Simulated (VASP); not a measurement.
Runs of VASP 6.6.1 on Be. The structure is that of space group Im-3m (No. 229), or close to it. The cells are those of the table. This isn't the form of Be at room conditions, which is hcp.

```csv
level,potentials or basis,cell,k mesh,gap on the mesh (eV),pressure (GPa)
PBEsol,"VASP PAW PBE potentials, release 64 (Be)","a = 2.191 Å, angles 109.5°, 1 atom",24 × 24 × 24,none,(b)
PBE,"VASP PAW PBE potentials, release 64 (Be)","a = 2.137, b = 2.137, c = 2.021 Å, angles 108.4, 108.4, 110.5°, 1 atom",21 × 21 × 21,none,12.6
PBE,"VASP PAW PBE potentials, release 64 (Be)","a = 2.161 Å, angles 109.5°, 1 atom",24 × 24 × 24,none,(a)
PBE,"VASP PAW PBE potentials, release 64 (Be)","a = 2.139 Å, angles 109.5°, 1 atom",24 × 24 × 24,none,5.0
PBE,"VASP PAW PBE potentials, release 64 (Be)","a = 2.237 Å, angles 109.5°, 1 atom",24 × 24 × 24,none,-10.1
LDA,"VASP PAW LDA potentials, release 64 (Be)","a = 2.130 Å, angles 109.5°, 1 atom",24 × 24 × 24,none,0.8
```

Alike in all rows: task single point; no spin polarisation; cutoff (eV) 520; smearing gaussian 0.1 eV.

Task: Estimate the missing entries.

Result: (a) 0.9; (b) -4.8.

Caveats: the cell stands under tension (at least some runs); the cell stands under pressure (at least some runs); the PAW data sets were made with another functional, which shifts forces and pressure a little (at least some runs).

A gap of «none» marks levels without a gap at the run's occupations.
